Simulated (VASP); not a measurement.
Input of a VASP 6.6.1 run:

Contents of INCAR:

```
PREC = Accurate
ENCUT = 520
EDIFF = 1E-8
ISMEAR = -1
SIGMA = 0.05
LREAL = False
LASPH = True
NELM = 80
ALGO = Normal
ISIF = 2
LWAVE = False
LCHARG = False
GGA = CA
LEFG = True
NBANDS = 19
```

The input KPOINTS:

```
Automatic mesh
0
Gamma
  12 12 7
```

POSCAR

```
Zn
1.0
    2.7850770257      0.0000000000      0.0000000000
   -1.3925385129      2.4119474558      0.0000000000
    0.0000000000      0.0000000000      4.5118247817
Zn
2
Direct
    0.3333333333      0.6666666667      0.2500000000
    0.6666666667      0.3333333333      0.7500000000
```

Potentials or basis: VASP PAW LDA potentials, release 64 (Zn).

The run is started by

```bash
$ cat potpaw_LDA.64/Zn/POTCAR > POTCAR
$ mpirun -np 1 vasp_std > vasp.out
```

Question: What does it give for the band gap on the k mesh?

Answer: Zero (band 12 reaches 4.49 eV, above the bottom of band 13 at 1.52 eV).

Question: What does it give for the pressure?

Answer: -9.2 GPa.

Electric field gradients, principal values (V/Å²):
```
atom   least  middle  greatest (by size)
1 Zn  -3.491  -3.499               6.990
2 Zn  -3.491  -3.499               6.990
```

Caveat: without QUAD_EFG the Cq values of the log hold for a quadrupole moment of 1 mb, not for the nuclei.
